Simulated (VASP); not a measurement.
# Au (Fd-3m) in VASP: a series of runs

The runs below take Au through single point, relaxation of cell and atoms, with PBE.

Everything below comes from runs of VASP 6.6.1. Logs are shortened: lines on timing, memory, paths and dates and some standing lists are left out, and cuts for length are marked.

**1. The cell of the first run**

It takes space group Fd-3m (No. 227, cubic). Conventional cell: a = 5.906 Å, b = 5.906 Å, c = 5.906 Å, α = 90.00°, β = 90.00°, γ = 90.00°. Within 3.4 Å of Au (site symmetry -43m) lie 4 Au at 2.56 Å.

**2. Single point, PBE (volume scaled by 0.88)**

The input, INCAR:

```
PREC = Accurate ; ENCUT = 520
EDIFF = 1E-6 ; ISMEAR = -1
SIGMA = 0.05 ; LREAL = F
LASPH = T ; NELM = 60
ALGO = Normal ; ISIF = 2
LWAVE = F ; LCHARG = F
GGA = PE ; NBANDS = 18
```

The input, KPOINTS:

```
regular mesh
0
Gamma
  12 12 12
```

The input, POSCAR:

```
Au
1.0
    0.0000000000      2.9529237319      2.9529237319
    2.9529237319      0.0000000000      2.9529237319
    2.9529237319      2.9529237319      0.0000000000
Au
2
Direct
   -0.1250000000     -0.1250000000     -0.1250000000
    0.1250000000      0.1250000000      0.1250000000
```

Potentials or basis: VASP PAW PBE potentials, release 64 (Au).

The run is started by

```bash
> cat potpaw_PBE.64/Au/POTCAR > POTCAR
> mpirun -np 1 vasp_std > vasp.out
```

OUTCAR:

```text
PREC = Accurate
   ENCUT = 520
   EDIFF = 1E-6
   ISMEAR = -1
   LREAL = F
   LASPH = T
   NELM = 60
   ISIF = 2
   GGA = PE

 ion  position               nearest neighbor table
   1  0.875  0.875  0.875-   2 2.56   2 2.56   2 2.56   2 2.56
   2  0.125  0.125  0.125-   1 2.56   1 2.56   1 2.56   1 2.56

  LATTYP: Found a face centered cubic cell.
 ALAT       =     5.9058474638

  Lattice vectors:

 A1 = (   0.0000000000,   2.9529237319,   2.9529237319)
 A2 = (   2.9529237319,   0.0000000000,   2.9529237319)
 A3 = (   2.9529237319,   2.9529237319,   0.0000000000)

Analysis of symmetry for initial positions (statically):
=====================================================================
 Subroutine PRICEL returns:
 Original cell was already a primitive cell.

 Routine SETGRP: Setting up the symmetry group for a
 face centered cubic supercell.

 Subroutine GETGRP returns: Found 48 space group operations
 (whereof 12 operations were pure point group operations)
 out of a pool of 48 trial point group operations.

The static configuration has the point symmetry D_3d.
 The point group associated with its full space group is O_h .

Analysis of symmetry for dynamics (positions and initial velocities):
=====================================================================
 Subroutine PRICEL returns:
 Original cell was already a primitive cell.

 Routine SETGRP: Setting up the symmetry group for a
 face centered cubic supercell.

 Subroutine GETGRP returns: Found 48 space group operations
 (whereof 12 operations were pure point group operations)
 out of a pool of 48 trial point group operations.

The dynamic configuration has the point symmetry D_3d.
 The point group associated with its full space group is O_h .

 Subroutine INISYM returns: Found 48 space group operations
 (whereof 12 operations are pure point group operations),
 and found     1 'primitive' translations

----------------------------------------------------------------------------------------

                                     Primitive cell

  volume of cell :      51.4976

  direct lattice vectors                    reciprocal lattice vectors
     0.000000000  2.952923732  2.952923732    -0.169323709  0.169323709  0.169323709
[... 74 lines left out ...]
   NGX,Y,Z   is equivalent  to a cutoff of  12.74, 12.74, 12.74 a.u.
   NGXF,Y,Z  is equivalent  to a cutoff of  25.48, 25.48, 25.48 a.u.
 SYSTEM =  unknown system
   PREC   = accura    normal or accurate (medium, high low for compatibility)
   ISTART =      0    job   : 0-new  1-cont  2-samecut
   ICHARG =      2    charge: 1-file 2-atom 10-const
   ISPIN  =      1    spin polarized calculation?
   LNONCOLLINEAR =      F non collinear calculations
   LSORBIT =      F    spin-orbit coupling
   LASPH  =      T    aspherical Exc in radial PAW
   ENCUT  =  520.0 eV  38.22 Ry    6.18 a.u.   7.76  7.76  7.76*2*pi/ulx,y,z
   NELM   =     60;   NELMIN=  2; NELMDL= -5     # of ELM steps
   EDIFF  = 0.1E-05   stopping-criterion for ELM
   LREAL  =      F    real-space projection
   EDIFFG = 0.1E-04   stopping-criterion for IOM
   NSW    =      0    number of steps for IOM
   IBRION =     -1    ionic relax: 0-MD 1-quasi-New 2-CG
   NFREE  =      0    steps in history (QN), initial steepest desc. (CG)
   ISIF   =      2    stress and relaxation
   ISYM   =      2    0-nonsym 1-usesym 2-fastsym
   POTIM  = 0.5000    time-step for ionic-motion
   TEBEG  =    0.0;   TEEND  =   0.0 temperature during run
   PSTRESS=    0.0 pullay stress
   NELECT =      22.0000    total number of electrons
   NUPDOWN=      -1.0000    fix difference up-down
   EMIN   =  10.00;   EMAX   =-10.00  energy-range for DOS
   EFERMI =   0.00;   METHOD = LEGACY
   ISMEAR =    -1;   SIGMA  =   0.05  broadening in eV -4-tet -1-fermi 0-gaus
   EFERMI_NEDOS =   21; number of points for ismear=-14 and -15
   IALGO  =     38    algorithm
   IMIX   =      4    mixing-type and parameters
     AMIX     =   0.40;   BMIX     =  1.00
     AMIX_MAG =   1.60;   BMIX_MAG =  1.00
  volume/ion in A,a.u.               =      25.75       173.76
  Fermi-wavevector in a.u.,A,eV,Ry     =   1.232973  2.329981 20.683875  1.520222
  Thomas-Fermi vector in A             =   2.367722
   LORBIT       =      0    0 simple, 1 ext, 2 COOP (PROOUT), +10 PAW based schemes
   GGA     = PE    functional components
   LHFCALC =     F    Hartree Fock is set to
   AEXX    =    0.0000 exact exchange contribution
   IVDW    =     0    specifies the selected vdW correction
   LEPSILON=     F    determine dielectric tensor
   LRPA    =     F    only Hartree local field effects (RPA)
 non-spin polarized calculation
  energy-cutoff  :      520.00
  volume of cell :       51.50
 maximum number of plane-waves:      1411
   NGX = 15   NGY = 15   NGZ = 15

 number of electron      21.9999999 magnetization

 Free energy of the ion-electron system (eV)
  ---------------------------------------------------
  ext. energy  EPLUGINS =         0.00000000
  ---------------------------------------------------
  free energy    TOTEN  =        -4.83594624 eV

  energy without entropy =       -4.82770985  energy(sigma->0) =       -4.83182805

 E-fermi :   4.0424     XC(G=0):  -9.9710

 val. band max:        4.0384893348   @ k =  -0.4167   0.1667   0.0000
 cond. band min:       4.1043155582   @ k =  -0.3333   0.4167   0.0833
 fundamental gap:      0.0658262234
 Fermi energy:         4.0424415346

 k-point     1 :       0.0000    0.0000    0.0000
  band No.  band energies     occupation
      1      -2.6673      2.00000
      2      -0.6168      2.00000
      3      -0.6168      2.00000
      4      -0.5757      2.00000
      5      -0.5757      2.00000
      6      -0.5757      2.00000
[... 481 lines left out ...]
      5      -0.1865      2.00000
      6       0.0580      2.00000
[... 10 lines left out ...]
     17      17.3203      0.00000
     18      18.4802      0.00000

 [... further k-points ...]
[... 5 lines left out ...]
  --------------------------------------------------------------------------------------
  -------------------------------------------------------------------------------------
  Total        3.0917819      3.0917819      3.0917819      0.0000000      0.0000000      0.0000000
  in kB       96.1906238     96.1906238     96.1906238      0.0000000      0.0000000      0.0000000
  external PRESSURE =      96.1906238 kB  Pullay stress =       0.0000000 kB

 VOLUME and BASIS-vectors are now :
 -----------------------------------------------------------------------------
  energy-cutoff  :      520.00
  volume of cell :       51.50
      direct lattice vectors                 reciprocal lattice vectors
     0.000000000  2.952923732  2.952923732    -0.169323709  0.169323709  0.169323709
     2.952923732  0.000000000  2.952923732     0.169323709 -0.169323709  0.169323709
     2.952923732  2.952923732  0.000000000     0.169323709  0.169323709 -0.169323709

 POSITION                                       TOTAL-FORCE (eV/Angst)
 -----------------------------------------------------------------------------------
      5.16762      5.16762      5.16762         0.000000     -0.000000     -0.000000
      0.73823      0.73823      0.73823        -0.000000      0.000000      0.000000
 -----------------------------------------------------------------------------------
    total drift:                                0.000000      0.000000     -0.000000

  FREE ENERGIE OF THE ION-ELECTRON SYSTEM (eV)
  ---------------------------------------------------
  free  energy   TOTEN  =        -4.8359462422 eV

  energy  without entropy=       -4.8277098488  energy(sigma->0) =       -4.83182805
```

stdout:

```text
POSCAR found type information on POSCAR Au
 POSCAR found :  1 types and       2 ions
 scaLAPACK will be used
 LDA part: xc-table for (Slater+PW92), standard interpolation
 POSCAR, INCAR and KPOINTS ok, starting setup
 FFT: planning ... GRIDC
 FFT: planning ... GRID_SOFT
 FFT: planning ... GRID
 WAVECAR not read
 entering main loop
```

Wall time 23 s (1 thread of Intel Xeon 6975P-C, shared host); peak memory 0.21 GiB.

What came out:

```yaml
Free_energy: -4.8359 eV
Pressure: 9.6 GPa
Band_gap_on_the_k_mesh: zero (band 11 reaches 4.40 eV, above the bottom of band 12 at 3.74 eV)
```

Levels at points of the mesh, in eV from the Fermi level:
```csv
k point,band 9,band 10,band 11,band 12,band 13,band 14
"(0.00, 0.00, 0.00)",-2.51,-1.26,-1.26,9.47,10.19,10.37
"(0.50, 0.00, 0.00)",-1.45,-1.45,-1.20,-0.29,7.18,7.18
"(0.50, 0.50, 0.00)",-1.24,-1.24,0.35,0.35,3.72,3.72
```

Caveat: spin-orbit coupling is left out, which moves the levels of the heavy elements.

[end of part 1 of 2]
